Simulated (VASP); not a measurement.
# FeCo (Pm-3m) in VASP: notebook

FeCo is run at these levels: r2SCAN; tasks: single point.

Everything below comes from runs of VASP 6.6.1. Logs are shortened: lines on timing, memory, paths and dates and some standing lists are left out, and cuts for length are marked.

**1. The cell of the first run**

It takes space group Pm-3m (No. 221, cubic). The conventional cell has a = 2.838 Å, b = 2.838 Å, c = 2.838 Å, α = 90.00°, β = 90.00°, γ = 90.00°. Within 3.2 Å of Fe (site symmetry m-3m) lie 8 Co at 2.46 Å and 6 Fe at 2.84 Å. Co (site symmetry m-3m) has 8 Fe at 2.46 Å and 6 Co at 2.84 Å within 3.2 Å.

**2. Single point, r2SCAN, collinear spin, ferromagnetic start**

POSCAR

```
FeCo
1.0
    2.8382788998      0.0000000000      0.0000000000
    0.0000000000      2.8382788998      0.0000000000
    0.0000000000      0.0000000000      2.8382788998
Fe Co
1 1
Direct
    0.5000000000      0.5000000000      0.5000000000
    0.0000000000      0.0000000000      0.0000000000
```

INCAR.step1

```
PREC = Accurate
ENCUT = 660
ISMEAR = 0
SIGMA = 0.1
LREAL = F
LASPH = T
NELM = 200
ISPIN = 2
MAGMOM = 3.41 2.16
LMAXMIX = 4
NBANDS = 20
GGA = PE
ALGO = Normal
EDIFF = 1E-5
LWAVE = T
LCHARG = F
GGA_COMPAT = F
```

INCAR.step2

```
PREC = Accurate
ENCUT = 660
EDIFF = 1E-6
ISMEAR = 0
SIGMA = 0.1
LREAL = F
LASPH = T
NELM = 200
ALGO = Normal
ISIF = 2
LWAVE = F
LCHARG = F
ISPIN = 2
MAGMOM = 3.41 2.16
LORBIT = 11
LMAXMIX = 4
METAGGA = R2SCAN
LMIXTAU = T
NBANDS = 20
ISTART = 1
GGA_COMPAT = F
```

KPOINTS

```
Automatic mesh
0
Gamma
  14 14 14
```

Potentials or basis: VASP PAW PBE potentials, release 64 (Fe, Co).

Run with:

```sh
$ cat potpaw_PBE.64/Fe/POTCAR potpaw_PBE.64/Co/POTCAR > POTCAR
$ cp INCAR.step1 INCAR
$ mpirun -np 1 vasp_std > vasp.out
$ cp INCAR.step2 INCAR
$ mpirun -np 1 vasp_std > vasp.out
```

OUTCAR:

```text
PREC = Accurate
   ENCUT = 660
   EDIFF = 1E-6
   ISMEAR = 0
   LREAL = F
   LASPH = T
   NELM = 200
   ISIF = 2
   ISPIN = 2
   LORBIT = 11
   METAGGA = R2SCAN
   ISTART = 1

 ion  position               nearest neighbor table
   1  0.500  0.500  0.500-   2 2.46   2 2.46   2 2.46   2 2.46   2 2.46   2 2.46   2 2.46   2 2.46

   2  0.000  0.000  0.000-   1 2.46   1 2.46   1 2.46   1 2.46   1 2.46   1 2.46   1 2.46   1 2.46

  LATTYP: Found a simple cubic cell.
 ALAT       =     2.8382788998

  Lattice vectors:

 A1 = (   2.8382788998,   0.0000000000,   0.0000000000)
 A2 = (   0.0000000000,   2.8382788998,   0.0000000000)
 A3 = (   0.0000000000,   0.0000000000,   2.8382788998)

Analysis of symmetry for initial positions (statically):
=====================================================================
 Subroutine PRICEL returns:
 Original cell was already a primitive cell.

 Routine SETGRP: Setting up the symmetry group for a
 simple cubic supercell.

 Subroutine GETGRP returns: Found 48 space group operations
 (whereof 48 operations were pure point group operations)
 out of a pool of 48 trial point group operations.

The static configuration has the point symmetry O_h .

Analysis of symmetry for dynamics (positions and initial velocities):
=====================================================================
 Subroutine PRICEL returns:
 Original cell was already a primitive cell.

 Routine SETGRP: Setting up the symmetry group for a
 simple cubic supercell.

 Subroutine GETGRP returns: Found 48 space group operations
 (whereof 48 operations were pure point group operations)
 out of a pool of 48 trial point group operations.

The dynamic configuration has the point symmetry O_h .

Analysis of structural, dynamic, and magnetic symmetry:
=====================================================================
 Subroutine PRICEL returns:
 Original cell was already a primitive cell.

 Routine SETGRP: Setting up the symmetry group for a
 simple cubic supercell.

 Subroutine GETGRP returns: Found 48 space group operations
 (whereof 48 operations were pure point group operations)
 out of a pool of 48 trial point group operations.

The overall configuration has the point symmetry O_h .

 Subroutine INISYM returns: Found 48 space group operations
 (whereof 48 operations are pure point group operations),
 and found     1 'primitive' translations

[... 115 lines left out ...]
  volume/ion in A,a.u.               =      11.43        77.15
  Fermi-wavevector in a.u.,A,eV,Ry     =   1.483096  2.802646 29.927037  2.199575
  Thomas-Fermi vector in A             =   2.596801
   LORBIT       =     11    0 simple, 1 ext, 2 COOP (PROOUT), +10 PAW based schemes
   METAGGA = R2SCAN    functional components
   LHFCALC =     F    Hartree Fock is set to
   AEXX    =    0.0000 exact exchange contribution
   IVDW    =     0    specifies the selected vdW correction
   LEPSILON=     F    determine dielectric tensor
   LRPA    =     F    only Hartree local field effects (RPA)
 spin polarized calculation
 Gauss-broadening in eV      SIGMA  =   0.10
  energy-cutoff  :      660.00
  volume of cell :       22.86
 maximum number of plane-waves:       912
 NGX is ok and might be reduce to    24
   NGX = 11   NGY = 11   NGZ = 11

 number of electron      17.0000001 magnetization       4.8024557

 Free energy of the ion-electron system (eV)
  ---------------------------------------------------
  ext. energy  EPLUGINS =         0.00000000
  ---------------------------------------------------
  free energy    TOTEN  =       -28.02384795 eV

  energy without entropy =      -28.02060542  energy(sigma->0) =      -28.02222669

 E-fermi :   8.3266     XC(G=0): -14.2674

 val. band max:        8.3084653210   @ k =   0.3571   0.0000   0.0000
 cond. band min:       8.3330904430   @ k =   0.4286   0.0714   0.0000
 fundamental gap:      0.0246251220
 Fermi energy:         8.3265543405

 spin component 1

 k-point     1 :       0.0000    0.0000    0.0000
  band No.  band energies     occupation
      1      -1.2312      1.00000
      2       1.9944      1.00000
      3       1.9944      1.00000
      4       4.3093      1.00000
      5       4.3093      1.00000
      6       4.3093      1.00000
[... 541 lines left out ...]
     19      31.6493      0.00000
     20      34.1009      0.00000

 [... further k-points ...]

 spin component 2

 k-point     1 :       0.0000    0.0000    0.0000
  band No.  band energies     occupation
      1      -1.7247      1.00000
      2       4.7902      1.00000
      3       4.7905      1.00000
      4       7.0271      1.00000
      5       7.0273      1.00000
      6       7.0273      1.00000
[... 541 lines left out ...]
     19      32.4177      0.00000
     20      35.0855      0.00000

 [... further k-points ...]

------------------------ aborting loop because EDIFF is reached ----------------------------------------

  FORCE on cell =-STRESS in cart. coord.  units (eV):
  Direction    XX          YY          ZZ          XY          YZ          ZX
  --------------------------------------------------------------------------------------
  -------------------------------------------------------------------------------------
  Total       -0.0661136     -0.0661136     -0.0661136      0.0000000     -0.0000000     -0.0000000
  in kB       -4.6327187     -4.6327187     -4.6327187      0.0000000     -0.0000000     -0.0000000
  external PRESSURE =      -4.6327187 kB  Pullay stress =       0.0000000 kB

 VOLUME and BASIS-vectors are now :
 -----------------------------------------------------------------------------
  energy-cutoff  :      660.00
  volume of cell :       22.86
      direct lattice vectors                 reciprocal lattice vectors
     2.838278900  0.000000000  0.000000000     0.352326193  0.000000000  0.000000000
     0.000000000  2.838278900  0.000000000     0.000000000  0.352326193  0.000000000
     0.000000000  0.000000000  2.838278900     0.000000000  0.000000000  0.352326193

 POSITION                                       TOTAL-FORCE (eV/Angst)
 -----------------------------------------------------------------------------------
      1.41914      1.41914      1.41914         0.000000      0.000000      0.000000
      0.00000      0.00000      0.00000         0.000000      0.000000      0.000000
 -----------------------------------------------------------------------------------
    total drift:                                0.000000      0.000000     -0.000000

  FREE ENERGIE OF THE ION-ELECTRON SYSTEM (eV)
  ---------------------------------------------------
  free  energy   TOTEN  =       -28.0238479476 eV

  energy  without entropy=      -28.0206054224  energy(sigma->0) =      -28.02222669

 total charge

# of ion       s       p       d       tot
------------------------------------------
    1        0.487   0.578   6.085   7.150
    2        0.507   0.562   7.217   8.286
--------------------------------------------------
tot          0.994   1.140  13.302  15.436

 magnetization (x)

# of ion       s       p       d       tot
------------------------------------------
    1        0.014  -0.071   3.092   3.035
    2       -0.008  -0.086   1.971   1.876
--------------------------------------------------
tot          0.005  -0.156   5.063   4.912
```

OUTCAR.step1:

```text
PREC = Accurate
   ENCUT = 660
   ISMEAR = 0
   LREAL = F
   LASPH = T
[... 1347 lines left out ...]
 -----------------------------------------------------------------------------------
      1.41914      1.41914      1.41914         0.000000      0.000000      0.000000
      0.00000      0.00000      0.00000         0.000000      0.000000      0.000000
 -----------------------------------------------------------------------------------
    total drift:                                0.000000      0.000000     -0.000000

  FREE ENERGIE OF THE ION-ELECTRON SYSTEM (eV)
  ---------------------------------------------------
  free  energy   TOTEN  =       -15.4069696238 eV

  energy  without entropy=      -15.3999730724  energy(sigma->0) =      -15.40347135
```

OSZICAR.step1:

```text
N       E                     dE             d eps       ncg     rms          rms(c)
DAV:   1     0.956524470002E+02    0.95652E+02   -0.84764E+03 10080   0.128E+03
DAV:   2    -0.117571425802E+02   -0.10741E+03   -0.95964E+02  9752   0.230E+02
DAV:   3    -0.170687253078E+02   -0.53116E+01   -0.50984E+01 10672   0.624E+01
DAV:   4    -0.171502681277E+02   -0.81543E-01   -0.81448E-01 11708   0.668E+00
DAV:   5    -0.171528253623E+02   -0.25572E-02   -0.25570E-02 11420   0.110E+00    0.154E+01
DAV:   6    -0.156336661880E+02    0.15192E+01   -0.69676E+00 10648   0.527E+01    0.850E+00
DAV:   7    -0.157343678947E+02   -0.10070E+00   -0.23228E+00 12256   0.306E+01    0.100E+01
DAV:   8    -0.154617480414E+02    0.27262E+00   -0.17647E+00 12216   0.248E+01    0.454E+00
DAV:   9    -0.154191085163E+02    0.42640E-01   -0.16573E-01 14524   0.689E+00    0.192E+00
DAV:  10    -0.154067486631E+02    0.12360E-01   -0.12737E-02 14916   0.213E+00    0.413E-01
DAV:  11    -0.154069790782E+02   -0.23042E-03   -0.91543E-04 13624   0.381E-01    0.100E-01
DAV:  12    -0.154069685811E+02    0.10497E-04   -0.10570E-04 12740   0.232E-01    0.552E-02
DAV:  13    -0.154069696238E+02   -0.10427E-05   -0.12650E-05  5964   0.537E-02
   1 F= -.15406970E+02 E0= -.15403471E+02  d E =-.699655E-02  mag=     4.5250
```

Wall time 6.7 min (1 thread of Oxide Virtual Turin-like, shared host); peak memory 0.22 GiB.

Results:

```
Free energy                                           : -28.0238 eV
Pressure                                              : -0.5 GPa
Net moment                                            : 4.80 μB per cell
Site moments                                          : Fe +3.04; Co +1.88 μB
Valence electrons inside the program's atomic spheres : Fe 7.15; Co 8.29
```

Levels at points of the mesh, in eV from the Fermi level:
Spin up:
```
           k point  band 7  band 8  band 9  band 10  band 11  band 12  band 13  band 14  band 15  band 16
(0.00, 0.00, 0.00)   -3.00   -3.00   -1.74    -1.74    -1.74     9.25     9.25     9.25    14.68    14.68
(0.50, 0.00, 0.00)   -3.23   -3.23   -3.18    -2.61    -1.55    -1.46    16.24    16.24    16.46    16.46
(0.50, 0.50, 0.00)   -2.82   -2.80   -1.51    -1.51    -0.35    -0.35     5.81     6.06    18.26    18.26
(0.50, 0.50, 0.50)   -2.88   -2.88   -2.77    -2.77     7.55     7.55     7.55     7.56     7.56     7.56
```
Spin down:
| k point | band 2 | band 3 | band 4 | band 5 | band 6 | band 7 | band 8 | band 9 | band 10 | band 11 |
| --- | --- | --- | --- | --- | --- | --- | --- | --- | --- | --- |
| (0.00, 0.00, 0.00) | -3.54 | -3.54 | -1.30 | -1.30 | -1.30 | 1.41 | 1.41 | 1.68 | 1.68 | 1.68 |
| (0.50, 0.00, 0.00) | -5.40 | -1.39 | -1.39 | -1.27 | -0.98 | -0.56 | -0.20 | -0.20 | 0.89 | 1.87 |
| (0.50, 0.50, 0.00) | -4.50 | -2.52 | -2.52 | -0.78 | -0.78 | 1.08 | 1.12 | 1.36 | 1.87 | 1.87 |
| (0.50, 0.50, 0.50) | -3.09 | -3.09 | -2.52 | -2.52 | -2.52 | 1.40 | 1.40 | 2.03 | 2.03 | 8.38 |

Caveat: the PAW data sets were made with another functional, which shifts forces and pressure a little.

**3. Single point, r2SCAN, collinear spin, ferromagnetic start (11.78 Å³/atom)**

This run uses another cell than the first one, of 11.78 Å³/atom.

POSCAR

```
FeCo
1.0
    2.8663824988      0.0000000000      0.0000000000
    0.0000000000      2.8663824988      0.0000000000
    0.0000000000      0.0000000000      2.8663824988
Fe Co
1 1
Direct
    0.5000000000      0.5000000000      0.5000000000
    0.0000000000      0.0000000000      0.0000000000
```

INCAR.step1

```
SYSTEM = FeCo
PREC     = Accurate       ! precision mode
ENCUT    = 660            ! plane-wave cutoff, eV
ISMEAR   = 0              ! smearing method
SIGMA    = 0.1            ! smearing width, eV
LREAL    = .False.        ! projectors in reciprocal space
LASPH    = .True.         ! aspherical terms in the spheres
NELM     = 200            ! most SCF steps
ISPIN    = 2              ! spin polarisation
MAGMOM   = 3.41 2.16      ! initial moments
LMAXMIX  = 4              ! l up to which the mixer works
NBANDS   = 20             ! bands
GGA      = PE             ! functional
ALGO     = Normal         ! electronic algorithm
EDIFF    = 1E-5           ! SCF threshold, eV
LWAVE    = .True.         ! write WAVECAR
LCHARG   = .False.        ! write CHGCAR
GGA_COMPAT= .False.
```

INCAR.step2

```
SYSTEM = FeCo
PREC     = Accurate       ! precision mode
ENCUT    = 660            ! plane-wave cutoff, eV
EDIFF    = 1E-6           ! SCF threshold, eV
ISMEAR   = 0              ! smearing method
SIGMA    = 0.1            ! smearing width, eV
LREAL    = .False.        ! projectors in reciprocal space
LASPH    = .True.         ! aspherical terms in the spheres
NELM     = 200            ! most SCF steps
ALGO     = Normal         ! electronic algorithm
ISIF     = 2              ! what is computed and relaxed
LWAVE    = .False.        ! write WAVECAR
LCHARG   = .False.        ! write CHGCAR
ISPIN    = 2              ! spin polarisation
MAGMOM   = 3.41 2.16      ! initial moments
LORBIT   = 11             ! projections on sites
LMAXMIX  = 4              ! l up to which the mixer works
METAGGA  = R2SCAN         ! meta-GGA
LMIXTAU  = .True.       
NBANDS   = 20             ! bands
ISTART   = 1            
GGA_COMPAT= .False.
```

KPOINTS

```
regular mesh
0
Gamma
  14 14 14
  0 0 0
```

Potentials or basis: VASP PAW PBE potentials, release 64 (Fe, Co).

Run with:

```sh
$ cat potpaw_PBE.64/Fe/POTCAR potpaw_PBE.64/Co/POTCAR > POTCAR
$ cp INCAR.step1 INCAR
$ mpirun -np 1 vasp_std > vasp.out
$ cp INCAR.step2 INCAR
$ mpirun -np 1 vasp_std > vasp.out
```

Wall time 9.4 min (1 thread of Oxide Virtual Turin-like, shared host); peak memory 0.22 GiB.

It converged, with:

- Free energy: -28.0105 eV
- Pressure: -5.9 GPa
- Net moment: 4.84 μB per cell
- Site moments: Fe +3.07; Co +1.89 μB
- Valence electrons inside the program's atomic spheres: Fe 7.09; Co 8.23

Levels at points of the mesh, in eV from the Fermi level:
Spin up:
```tsv
k point	band 9	band 10	band 11	band 12	band 13	band 14
(0.00, 0.00, 0.00)	-1.78	-1.78	-1.78	9.05	9.05	9.05
(0.50, 0.00, 0.00)	-3.17	-2.58	-1.59	-1.55	15.87	15.87
(0.50, 0.50, 0.00)	-1.57	-1.57	-0.33	-0.33	5.56	5.80
(0.50, 0.50, 0.50)	-2.77	-2.77	7.36	7.36	7.36	7.36
```
Spin down:
| k point | band 3 | band 4 | band 5 | band 6 | band 7 | band 8 | band 9 | band 10 |
| --- | --- | --- | --- | --- | --- | --- | --- | --- |
| (0.00, 0.00, 0.00) | -3.33 | -1.24 | -1.24 | -1.24 | 1.43 | 1.43 | 1.64 | 1.64 |
| (0.50, 0.00, 0.00) | -1.33 | -1.33 | -1.13 | -0.87 | -0.53 | -0.16 | -0.16 | 0.89 |
| (0.50, 0.50, 0.00) | -2.41 | -2.41 | -0.77 | -0.77 | 1.08 | 1.14 | 1.39 | 1.82 |
| (0.50, 0.50, 0.50) | -2.98 | -2.40 | -2.40 | -2.40 | 1.43 | 1.43 | 2.01 | 2.01 |

Caveat: the cell stands under tension; the PAW data sets were made with another functional, which shifts forces and pressure a little.

**4. Single point, r2SCAN, collinear spin, ferromagnetic start (12.12 Å³/atom)**

This run uses another cell than the first one, of 12.12 Å³/atom.

POSCAR

```
FeCo
1.0
    2.8939455598      0.0000000000      0.0000000000
    0.0000000000      2.8939455598      0.0000000000
    0.0000000000      0.0000000000      2.8939455598
Fe Co
1 1
Direct
    0.5000000000      0.5000000000      0.5000000000
    0.0000000000      0.0000000000      0.0000000000
```

INCAR.step1

```
SYSTEM = FeCo
  PREC = Accurate
  ENCUT = 660
  ISMEAR = 0
  SIGMA = 0.1
  LREAL = .False.
  LASPH = .True.
  NELM = 200
  ISPIN = 2
  MAGMOM = 3.41 2.16
  LMAXMIX = 4
  NBANDS = 20
  GGA = PE
  ALGO = Normal
  EDIFF = 1E-5
  LWAVE = .True.
  LCHARG = .False.
  GGA_COMPAT = .False.
```

INCAR.step2

```
SYSTEM = FeCo
  PREC = Accurate
  ENCUT = 660
  EDIFF = 1E-6
  ISMEAR = 0
  SIGMA = 0.1
  LREAL = .False.
  LASPH = .True.
  NELM = 200
  ALGO = Normal
  ISIF = 2
  LWAVE = .False.
  LCHARG = .False.
  ISPIN = 2
  MAGMOM = 3.41 2.16
  LORBIT = 11
  LMAXMIX = 4
  METAGGA = R2SCAN
  LMIXTAU = .True.
  NBANDS = 20
  ISTART = 1
  GGA_COMPAT = .False.
```

KPOINTS

```
Automatic mesh
0
Gamma
  14 14 14
  0 0 0
```

Run with:

```sh
$ cat potpaw_PBE.64/Fe/POTCAR potpaw_PBE.64/Co/POTCAR > POTCAR
$ cp INCAR.step1 INCAR
$ mpirun -np 1 vasp_std > vasp.out
$ cp INCAR.step2 INCAR
$ mpirun -np 1 vasp_std > vasp.out
```

It took 11 min on 1 thread of Oxide Virtual Turin-like, shared host; peak memory 0.22 GiB.

The run converged. Its results:

- Free energy: -27.9756 eV
- Pressure: -10.5 GPa
- Net moment: 4.87 μB per cell
- Site moments: Fe +3.10; Co +1.90 μB
- Valence electrons inside the program's atomic spheres: Fe 7.03; Co 8.18

Levels at points of the mesh, in eV from the Fermi level:
Spin up:
```
           k point  band 8  band 9  band 10  band 11  band 12  band 13  band 14  band 15
(0.00, 0.00, 0.00)   -3.03   -1.82    -1.82    -1.82     8.87     8.87     8.87    14.10
(0.50, 0.00, 0.00)   -3.11   -3.11    -2.55    -1.62    -1.62    15.53    15.53    15.71
(0.50, 0.50, 0.00)   -2.80   -1.62    -1.62    -0.30    -0.30     5.32     5.56    17.75
(0.50, 0.50, 0.50)   -3.00   -2.78    -2.78     7.18     7.18     7.18     7.18     7.18
```
Spin down:
```tsv
k point	band 4	band 5	band 6	band 7	band 8	band 9
(0.00, 0.00, 0.00)	-1.18	-1.18	-1.18	1.45	1.45	1.60
(0.50, 0.00, 0.00)	-1.28	-1.00	-0.78	-0.51	-0.13	-0.13
(0.50, 0.50, 0.00)	-2.30	-0.76	-0.76	1.08	1.16	1.42
(0.50, 0.50, 0.50)	-2.30	-2.30	-2.30	1.46	1.46	1.98
```

Caveat: the cell stands under tension; the PAW data sets were made with another functional, which shifts forces and pressure a little.

**5. The runs side by side**

| cell | gap on the mesh (eV) | pressure (GPa) | moment (μB) |
| --- | --- | --- | --- |
| a = 2.838 Å, 2 atoms | none | -0.5 | 4.80 |
| a = 2.866 Å, 2 atoms | none | -5.9 | 4.84 |
| a = 2.894 Å, 2 atoms | none | -10.5 | 4.87 |

Alike in all rows: task single point; level r2SCAN; potentials or basis VASP PAW PBE potentials, release 64 (Fe, Co); spin collinear, ferromagnetic start; k mesh 14 × 14 × 14; cutoff (eV) 660; smearing gaussian 0.1 eV.

Caveats: the PAW data sets were made with another functional, which shifts forces and pressure a little; the cell stands under tension (at least some runs).

Absolute energies hang on the potentials; compare differences alone.

The gap in the log of VASP goes by the Fermi energy; the results here count the filled bands.